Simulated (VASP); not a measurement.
# BaTiO3 (P4mm) in VASP: settings compared

BaTiO3 is run at these levels: revPBE+D4, PBE; tasks: single point, relaxation of cell and atoms.

Program: VASP 6.6.1. These are calculated values, not measurements. Logs are shortened: lines on timing, memory, paths and dates and some standing lists are left out, and cuts for length are marked.

### Step 1. The cell of the first run

The structure is tetragonal, space group P4mm (No. 99). Conventional cell: a = 4.052 Å, b = 4.052 Å, c = 4.071 Å, α = 90.00°, β = 90.00°, γ = 90.00°. Ba (site symmetry 4mm) has 12 O at 2.82 to 2.92 Å and 8 Ti at 3.49 to 3.54 Å within 3.7 Å. Within 2.5 Å of Ti (site symmetry 4mm) lie 6 O at 1.92 to 2.15 Å. Within 2.7 Å of O (site symmetry 2mm) lie 2 Ti at 2.03 Å. O (site symmetry 4mm) has 2 Ti at 1.92 to 2.15 Å within 2.5 Å.

### Step 2. Single point, revPBE+D4

Input file INCAR:

```
ALGO = Normal
EDIFF = 1E-6
ENCUT = 520
GGA = RE
ISIF = 2
ISMEAR = -1
IVDW = 13
LASPH = True
LCHARG = False
LREAL = False
LWAVE = False
NBANDS = 28
NELM = 100
PREC = Accurate
SIGMA = 0.05
```

Input file KPOINTS:

```
k-points
0
Gamma
  7 7 7
```

Input file POSCAR:

```
BaTiO3
1.0
    4.0524349834      0.0000000000      0.0000000000
    0.0000000000      4.0524349834      0.0000000000
    0.0000000000      0.0000000000      4.0708744845
Ba Ti O
1 1 3
Direct
    0.0000000000      0.0000000000      0.0000000000
    0.5000000000      0.5000000000      0.4900000000
    0.0000000000      0.5000000000      0.5170000000
    0.5000000000      0.0000000000      0.5170000000
    0.5000000000      0.5000000000      0.0190000000
```

Potentials or basis: VASP PAW PBE potentials, release 64 (Ba_sv, Ti_sv, O).

On the command line:

```sh
cat potpaw_PBE.64/Ba_sv/POTCAR potpaw_PBE.64/Ti_sv/POTCAR potpaw_PBE.64/O/POTCAR > POTCAR
mpirun -np 1 vasp_std > vasp.out
```

OUTCAR:

```text
EDIFF = 1E-6
   ENCUT = 520
   GGA = RE
   ISIF = 2
   ISMEAR = -1
   IVDW = 13
   LASPH = True
   LREAL = False
   NELM = 100
   PREC = Accurate

 ion  position               nearest neighbor table
   1  0.000  0.000  0.000-   3 2.82   4 2.82   3 2.82   4 2.82   5 2.87   5 2.87   5 2.87   5 2.87
                             4 2.92   3 2.92   4 2.92   3 2.92   2 3.49   2 3.49   2 3.49   2 3.49
   2  0.500  0.500  0.490-   5 1.92   4 2.03   3 2.03   4 2.03   3 2.03   5 2.15   1 3.49   1 3.49
                             1 3.49   1 3.49   1 3.54   1 3.54   1 3.54   1 3.54
   3  0.000  0.500  0.517-   2 2.03   2 2.03   1 2.82   1 2.82   1 2.92   1 2.92
   4  0.500  0.000  0.517-   2 2.03   2 2.03   1 2.82   1 2.82   1 2.92   1 2.92
   5  0.500  0.500  0.019-   2 1.92   2 2.15   1 2.87   1 2.87   1 2.87   1 2.87

  LATTYP: Found a simple tetragonal cell.
 ALAT       =     4.0524349834
 C/A-ratio  =     1.0045502275

  Lattice vectors:

 A1 = (   4.0524349834,   0.0000000000,   0.0000000000)
 A2 = (   0.0000000000,   4.0524349834,   0.0000000000)
 A3 = (   0.0000000000,   0.0000000000,   4.0708744845)

Analysis of symmetry for initial positions (statically):
=====================================================================
 Subroutine PRICEL returns:
 Original cell was already a primitive cell.

 Routine SETGRP: Setting up the symmetry group for a
 simple tetragonal supercell.

 Subroutine GETGRP returns: Found  8 space group operations
 (whereof  8 operations were pure point group operations)
 out of a pool of 16 trial point group operations.

The static configuration has the point symmetry C_4v.

Analysis of symmetry for dynamics (positions and initial velocities):
=====================================================================
 Subroutine PRICEL returns:
 Original cell was already a primitive cell.

 Routine SETGRP: Setting up the symmetry group for a
 simple tetragonal supercell.

 Subroutine GETGRP returns: Found  8 space group operations
 (whereof  8 operations were pure point group operations)
 out of a pool of 16 trial point group operations.

The dynamic configuration has the point symmetry C_4v.

 Subroutine INISYM returns: Found  8 space group operations
 (whereof  8 operations are pure point group operations),
 and found     1 'primitive' translations

----------------------------------------------------------------------------------------

                                     Primitive cell

  volume of cell :      66.8528

  direct lattice vectors                    reciprocal lattice vectors
     4.052434983  0.000000000  0.000000000     0.246765217  0.000000000  0.000000000
     0.000000000  4.052434983  0.000000000     0.000000000  0.246765217  0.000000000
     0.000000000  0.000000000  4.070874485     0.000000000  0.000000000  0.245647466

  length of vectors
     4.052434983  4.052434983  4.070874485     0.246765217  0.246765217  0.245647466

  position of ions in fractional coordinates (direct lattice)
     0.000000000  0.000000000  0.000000000
     0.500000000  0.500000000  0.490000000
     0.000000000  0.500000000  0.517000000
     0.500000000  0.000000000  0.517000000
     0.500000000  0.500000000  0.019000000

  ion indices of the primitive-cell ions
   primitive index   ion index
                 1           1
                 2           2
                 3           3
                 4           4
                 5           5

----------------------------------------------------------------------------------------

 KPOINTS: k-points

Automatic generation of k-mesh.
 Grid dimensions read from file:
 generate k-points for:    7    7    7

 Generating k-lattice:

  Cartesian coordinates                     Fractional coordinates (reciprocal lattice)
     0.035252174  0.000000000  0.000000000     0.142857143  0.000000000  0.000000000
     0.000000000  0.035252174  0.000000000     0.000000000  0.142857143  0.000000000
     0.000000000  0.000000000  0.035092495     0.000000000  0.000000000  0.142857143

  Length of vectors
     0.035252174  0.035252174  0.035092495

  Shift w.r.t. Gamma in fractional coordinates (k-lattice)
     0.000000000  0.000000000  0.000000000

 Subroutine IBZKPT returns following result:
 ===========================================

 Found     40 irreducible k-points:

 Following reciprocal coordinates:
            Coordinates               Weight
  0.000000  0.000000  0.000000      1.000000
  0.142857  0.000000  0.000000      4.000000
  0.285714  0.000000  0.000000      4.000000
  0.428571  0.000000  0.000000      4.000000
  0.142857  0.142857  0.000000      4.000000
  0.285714  0.142857  0.000000      8.000000
[... 16 lines left out ...]
  0.285714  0.000000  0.285714      8.000000
  0.428571  0.000000  0.285714      8.000000
 [... further k-points ...]
   k-points           NKPTS =     40   k-points in BZ     NKDIM =     40   number of bands    NBANDS=     28
   number of dos      NEDOS =    301   number of ions     NIONS =      5
   total plane-waves  NPLWV =  27000
   dimension x,y,z NGX =    30 NGY =   30 NGZ =   30
   dimension x,y,z NGXF=    60 NGYF=   60 NGZF=   60
   ions per type =               1   1   3
   NGX,Y,Z   is equivalent  to a cutoff of  12.31, 12.31, 12.25 a.u.
   NGXF,Y,Z  is equivalent  to a cutoff of  24.61, 24.61, 24.50 a.u.
 SYSTEM =  unknown system
   PREC   = accura    normal or accurate (medium, high low for compatibility)
   ISTART =      0    job   : 0-new  1-cont  2-samecut
   ICHARG =      2    charge: 1-file 2-atom 10-const
   ISPIN  =      1    spin polarized calculation?
   LNONCOLLINEAR =      F non collinear calculations
   LSORBIT =      F    spin-orbit coupling
   LASPH  =      T    aspherical Exc in radial PAW
   ENCUT  =  520.0 eV  38.22 Ry    6.18 a.u.   7.53  7.53  7.57*2*pi/ulx,y,z
   NELM   =    100;   NELMIN=  2; NELMDL= -5     # of ELM steps
   EDIFF  = 0.1E-05   stopping-criterion for ELM
   LREAL  =      F    real-space projection
   EDIFFG = 0.1E-04   stopping-criterion for IOM
   NSW    =      0    number of steps for IOM
   IBRION =     -1    ionic relax: 0-MD 1-quasi-New 2-CG
   NFREE  =      0    steps in history (QN), initial steepest desc. (CG)
   ISIF   =      2    stress and relaxation
   ISYM   =      2    0-nonsym 1-usesym 2-fastsym
   POTIM  = 0.5000    time-step for ionic-motion
   TEBEG  =    0.0;   TEEND  =   0.0 temperature during run
   PSTRESS=    0.0 pullay stress
   NELECT =      40.0000    total number of electrons
   NUPDOWN=      -1.0000    fix difference up-down
   EMIN   =  10.00;   EMAX   =-10.00  energy-range for DOS
   EFERMI =   0.00;   METHOD = LEGACY
   ISMEAR =    -1;   SIGMA  =   0.05  broadening in eV -4-tet -1-fermi 0-gaus
   EFERMI_NEDOS =   21; number of points for ismear=-14 and -15
   IALGO  =     38    algorithm
   IMIX   =      4    mixing-type and parameters
     AMIX     =   0.40;   BMIX     =  1.00
     AMIX_MAG =   1.60;   BMIX_MAG =  1.00
  volume/ion in A,a.u.               =      13.37        90.23
  Fermi-wavevector in a.u.,A,eV,Ry     =   1.379500  2.606876 25.892144  1.903019
  Thomas-Fermi vector in A             =   2.504463
   LORBIT       =      0    0 simple, 1 ext, 2 COOP (PROOUT), +10 PAW based schemes
   GGA     = RE    functional components
   LHFCALC =     F    Hartree Fock is set to
   AEXX    =    0.0000 exact exchange contribution
   IVDW    =    13    specifies the selected vdW correction
   LEPSILON=     F    determine dielectric tensor
   LRPA    =     F    only Hartree local field effects (RPA)
 non-spin polarized calculation
  energy-cutoff  :      520.00
  volume of cell :       66.85
 maximum number of plane-waves:      1823
 NGX is ok and might be reduce to    30
   NGX = 15   NGY = 15   NGZ = 15

 number of electron      39.9999981 magnetization

 Free energy of the ion-electron system (eV)
  ---------------------------------------------------
  ext. energy  EPLUGINS =         0.00000000
  ---------------------------------------------------
  free energy    TOTEN  =       -38.23498028 eV

  energy without entropy =      -38.23498028  energy(sigma->0) =      -38.23498028

 E-fermi :   4.5275     XC(G=0): -10.8795

 val. band max:        3.5690520593   @ k =   0.4286   0.4286   0.4286
 cond. band min:       5.3768217396   @ k =   0.0000   0.0000   0.0000
 fundamental gap:      1.8077696803
 Fermi energy:         4.5274879277

 k-point     1 :       0.0000    0.0000    0.0000
  band No.  band energies     occupation
      1     -53.2194      2.00000
      2     -29.3829      2.00000
      3     -29.3572      2.00000
      4     -29.3572      2.00000
      5     -21.3430      2.00000
      6     -13.2406      2.00000
[... 20 lines left out ...]
     27       8.7401      0.00000
     28      10.6494      0.00000

 k-point     2 :       0.1429    0.0000    0.0000
  band No.  band energies     occupation
      1     -53.2193      2.00000
      2     -29.3826      2.00000
      3     -29.3653      2.00000
      4     -29.3569      2.00000
      5     -21.3254      2.00000
      6     -13.2480      2.00000
[... 20 lines left out ...]
     27       9.0960      0.00000
     28      11.1204      0.00000

 k-point     3 :       0.2857    0.0000    0.0000
  band No.  band energies     occupation
      1     -53.2190      2.00000
      2     -29.3836      2.00000
      3     -29.3818      2.00000
      4     -29.3563      2.00000
      5     -21.2855      2.00000
      6     -13.3127      2.00000
[... 20 lines left out ...]
     27      10.0057      0.00000
     28      11.7806      0.00000

 k-point     4 :       0.4286    0.0000    0.0000
  band No.  band energies     occupation
      1     -53.2187      2.00000
      2     -29.3979      2.00000
      3     -29.3814      2.00000
      4     -29.3557      2.00000
      5     -21.2529      2.00000
      6     -13.3952      2.00000
[... 578 lines left out ...]
     27      10.3697      0.00000
     28      12.0244      0.00000

 k-point    23 :       0.2857    0.0000    0.2857
  band No.  band energies     occupation
      1     -53.2185      2.00000
      2     -29.4068      2.00000
      3     -29.3821      2.00000
      4     -29.3554      2.00000
      5     -21.2414      2.00000
      6     -13.1353      2.00000
[... 20 lines left out ...]
     27      11.3119      0.00000
     28      11.9485      0.00000

 k-point    24 :       0.4286    0.0000    0.2857
  band No.  band energies     occupation
      1     -53.2182      2.00000
      2     -29.4060      2.00000
      3     -29.3964      2.00000
      4     -29.3549      2.00000
      5     -21.2153      2.00000
      6     -13.1084      2.00000
[... 20 lines left out ...]
     27      11.8175      0.00000
     28      12.3021      0.00000

 [... further k-points ...]

------------------------ aborting loop because EDIFF is reached ----------------------------------------

  DFT-D4 for vdW energy calculation

  Edisp (eV):   -1.80852

  FORCE on cell =-STRESS in cart. coord.  units (eV):
  Direction    XX          YY          ZZ          XY          YZ          ZX
  --------------------------------------------------------------------------------------
  -------------------------------------------------------------------------------------
  Total      -1.82937    -1.82937    -1.50294     0.00000     0.00000     0.00000
  in kB     -43.84219   -43.84219   -36.01895     0.00000     0.00000     0.00000
  external pressure =      -41.23 kB  Pullay stress =        0.00 kB

 VOLUME and BASIS-vectors are now :
 -----------------------------------------------------------------------------
  energy-cutoff  :      520.00
  volume of cell :       66.85
      direct lattice vectors                 reciprocal lattice vectors
     4.052434983  0.000000000  0.000000000     0.246765217  0.000000000  0.000000000
     0.000000000  4.052434983  0.000000000     0.000000000  0.246765217  0.000000000
     0.000000000  0.000000000  4.070874485     0.000000000  0.000000000  0.245647466

 POSITION                                       TOTAL-FORCE (eV/Angst)
 -----------------------------------------------------------------------------------
      0.00000      0.00000      0.00000        -0.000000      0.000000      0.027806
      2.02622      2.02622      1.99473        -0.000000     -0.000000     -0.322818
      0.00000      2.02622      2.10464         0.000000     -0.000000     -0.123588
      2.02622      0.00000      2.10464        -0.000000      0.000000     -0.123588
      2.02622      2.02622      0.07735        -0.000000      0.000000      0.542188
 -----------------------------------------------------------------------------------
    total drift:                                0.000000      0.000000      0.000241

  FREE ENERGIE OF THE ION-ELECTRON SYSTEM (eV)
  ---------------------------------------------------
  free  energy   TOTEN  =       -40.0435012759 eV

  energy  without entropy=      -40.0435012745  energy(sigma->0) =      -40.04350128
```

Wall time 35 s (1 thread of Intel Xeon 6975P-C (Granite Rapids), shared host); peak memory 0.22 GiB.

What came out:

| Quantity | Value |
| --- | --- |
| Free energy | -40.0435 eV |
| Pressure | -4.1 GPa |
| Largest force | 0.542 eV/Å |
| Band gap on the k mesh | 1.81 eV, indirect (least direct gap 2.03 eV) |
| Dispersion energy per atom | -0.362 eV |

Forces on the atoms (eV/Å):
```
Ba   0.000  0.000  0.028
Ti   0.000  0.000 -0.323
O    0.000  0.000 -0.124
O    0.000  0.000 -0.124
O    0.000  0.000  0.542
```

Levels at points of the mesh, in eV from the valence-band top:
```
           k point  band 16  band 17  band 18  band 19  band 20  band 21  band 22  band 23  band 24  band 25
(0.00, 0.00, 0.00)    -1.07    -0.98    -0.25    -0.22    -0.22     1.81     2.01     2.01     3.78     3.88
```

Caveat: the PAW data sets were made with another functional, which shifts forces and pressure a little; spin-orbit coupling is left out, which moves the levels of the heavy elements. A k mesh can miss the band edges.

### Step 3. Single point, revPBE+D4

This run uses another cell than the first one, of 13.63 Å³/atom, 1.019 times its volume.

Input file INCAR:

```
PREC = Accurate
ENCUT = 520
EDIFF = 1E-7
ISMEAR = -1
SIGMA = 0.05
LREAL = False
LASPH = True
NELM = 80
ALGO = Normal
ISIF = 2
LWAVE = False
LCHARG = False
GGA = RE
IVDW = 13
NBANDS = 28
```

Input file KPOINTS:

```
regular mesh
0
Gamma
  7 7 7
```

POSCAR, as its differences from that of step 2:

```diff
@@ -2,5 +2,5 @@
 1.0
-    4.0524349834      0.0000000000      0.0000000000
-    0.0000000000      4.0524349834      0.0000000000
-    0.0000000000      0.0000000000      4.0708744845
+    4.0782473671      0.0000000000      0.0000000000
+    0.0000000000      4.0782473671      0.0000000000
+    0.0000000000      0.0000000000      4.0968043205
 Ba Ti O
```

Potentials or basis: VASP PAW PBE potentials, release 64 (Ba_sv, Ti_sv, O).

On the command line:

```sh
cat potpaw_PBE.64/Ba_sv/POTCAR potpaw_PBE.64/Ti_sv/POTCAR potpaw_PBE.64/O/POTCAR > POTCAR
mpirun -np 1 vasp_std > vasp.out
```

It took 50 s on 1 thread of Intel Xeon 6975P-C (Granite Rapids), shared host; peak memory 0.22 GiB.

The run converged. Its results:

- Free energy: -40.0013 eV
- Pressure: -6.7 GPa
- Largest force: 0.646 eV/Å
- Band gap on the k mesh: 1.77 eV, indirect (least direct gap 2.00 eV)
- Dispersion energy per atom: -0.354 eV

Forces on the atoms (eV/Å):
```
Ba   0.000  0.000  0.012
Ti   0.000  0.000 -0.404
O    0.000  0.000 -0.127
O    0.000  0.000 -0.127
O    0.000  0.000  0.646
```

Stress tensor (GPa, compression positive):
```
-6.91  0.00  0.00
 0.00 -6.91  0.00
 0.00  0.00 -6.20
```

Levels at points of the mesh, in eV from the valence-band top:
| k point | band 17 | band 18 | band 19 | band 20 | band 21 | band 22 | band 23 | band 24 |
| --- | --- | --- | --- | --- | --- | --- | --- | --- |
| (0.00, 0.00, 0.00) | -0.95 | -0.26 | -0.24 | -0.24 | 1.77 | 1.96 | 1.96 | 3.65 |

Caveat: the PAW data sets were made with another functional, which shifts forces and pressure a little; spin-orbit coupling is left out, which moves the levels of the heavy elements. revPBE gaps usually lie below the measured ones, often by a third to a half.

### Step 4. Single point, PBE

This run uses another cell than the first one, of 12.86 Å³/atom, 0.962 times its volume.

Input file INCAR:

```
PREC = Accurate
ENCUT = 910
EDIFF = 1E-6
ISMEAR = -1
SIGMA = 0.05
LREAL = F
LASPH = T
NELM = 120
ALGO = Normal
ISIF = 2
LWAVE = F
LCHARG = T
GGA = PE
LELF = T
LVHAR = T
NBANDS = 28
GGA_COMPAT = F
```

Input file KPOINTS:

```
Automatic mesh
0
Gamma
  2 2 2
```

POSCAR, as its differences from that of step 3:

```diff
@@ -2,5 +2,5 @@
 1.0
-    4.0782473671      0.0000000000      0.0000000000
-    0.0000000000      4.0782473671      0.0000000000
-    0.0000000000      0.0000000000      4.0968043205
+    3.9998000000      0.0000000000      0.0000000000
+    0.0000000000      3.9998000000      0.0000000000
+    0.0000000000      0.0000000000      4.0180000000
 Ba Ti O
```

Potentials or basis: VASP PAW PBE potentials, release 64 (Ba_sv, Ti_sv, O_h).

On the command line:

```sh
cat potpaw_PBE.64/Ba_sv/POTCAR potpaw_PBE.64/Ti_sv/POTCAR potpaw_PBE.64/O_h/POTCAR > POTCAR
mpirun -np 1 vasp_std > vasp.out
```

Run time: 30 s. Hardware: 1 thread of Intel Xeon Platinum 8375C at 2.90GHz (Ice Lake), shared host; peak memory 0.25 GiB.

Results (log left out):

```yaml
Free_energy: -39.3641 eV
Pressure: 6.0 GPa
Largest_force: 2.110 eV/Å
Band_gap_on_the_k_mesh: 1.50 eV, indirect (least direct gap 1.81 eV)
```

Forces on the atoms (eV/Å):
```
Ba   0.000  0.000 -0.033
Ti   0.000  0.000 -2.110
O    0.000  0.000  0.486
O    0.000  0.000  0.486
O    0.000  0.000  1.172
```

Stress tensor (GPa, compression positive):
```
5.45 0.00 0.00
0.00 5.45 0.00
0.00 0.00 7.03
```

Levels at points of the mesh, in eV from the valence-band top:
| k point | band 18 | band 19 | band 20 | band 21 | band 22 | band 23 |
| --- | --- | --- | --- | --- | --- | --- |
| (0.00, 0.00, 0.00) | -0.32 | -0.31 | -0.31 | 1.50 | 1.75 | 1.75 |
| (0.50, 0.00, 0.00) | -1.78 | -0.97 | -0.85 | 1.87 | 3.24 | 3.29 |
| (0.50, 0.50, 0.00) | -1.00 | -1.00 | -0.09 | 3.30 | 3.30 | 3.65 |
| (0.00, 0.00, 0.50) | -1.98 | -0.72 | -0.72 | 1.65 | 3.31 | 3.31 |
| (0.50, 0.00, 0.50) | -0.92 | -0.90 | -0.18 | 3.26 | 3.32 | 3.65 |
| (0.50, 0.50, 0.50) | -0.09 | -0.09 | 0.00 | 3.90 | 3.91 | 3.91 |

Caveat: the k points lie up to 0.79 Å⁻¹ apart; the cutoff is under 1.25 times the usual one of these potentials, so pressure, stress and relaxed cells hold a basis-set (Pulay) error; spin-orbit coupling is left out, which moves the levels of the heavy elements; forces of over 1 eV/Å act on the atoms, so gaps and moduli don't describe the material at rest. As with any semilocal functional, this PBE gap is likely too small.

(Part 1 of 2 ends here.)
